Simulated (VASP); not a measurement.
A run of VASP 6.6.1 is set up as follows.

Contents of INCAR:

```
  PREC = Accurate
  ENCUT = 600
  EDIFF = 1E-6
  ISMEAR = 0
  SIGMA = 0.2
  LREAL = F
  LASPH = T
  NELM = 100
  ALGO = Normal
  ISIF = 3
  LWAVE = F
  LCHARG = F
  GGA = PE
  IBRION = 2
  NSW = 80
  EDIFFG = -0.025
```

KPOINTS

```
Automatic mesh
0
Gamma
  8 4 2
```

File POSCAR:

```
Se
1.0
   -0.0149089880     -0.0547354070     -2.7167020305
   -0.0042929023     -5.3771564848     -0.1117985788
  -10.8504641944     -0.0085858046     -0.0609040385
Se
6
Direct
    0.0095104848      1.0167156962      0.5052137284
   -0.0268101242     -0.0047076136     -0.0053703166
   -0.0178700796      0.5030848703      1.0042008539
    1.0008646177      0.4844150862      0.4890802144
    1.0075637287      1.0159717331      0.7598186009
    1.0267413727      0.9845202277      0.2470569189
```

Potentials or basis: VASP PAW PBE potentials, release 64 (Se).

Run with:

```bash
$ cat potpaw_PBE.64/Se/POTCAR > POTCAR
$ mpirun -np 1 vasp_std > vasp.out
```

Q: Estimate the relaxed volume.

A: 27.00 Å³/atom.

Q: What does it give for the space group after relaxing (to 0.05 Å)?

A: Pm (No. 6).

Q: Predict the relaxed cell.

A: a = 2.718 Å, b = 5.463 Å, c = 10.911 Å, α = 90.28°, β = 90.04°, γ = 90.06°.

Stress tensor (GPa, compression positive):
```
-0.06  0.01  0.01
 0.01  0.03  0.01
 0.01  0.01 -0.07
```
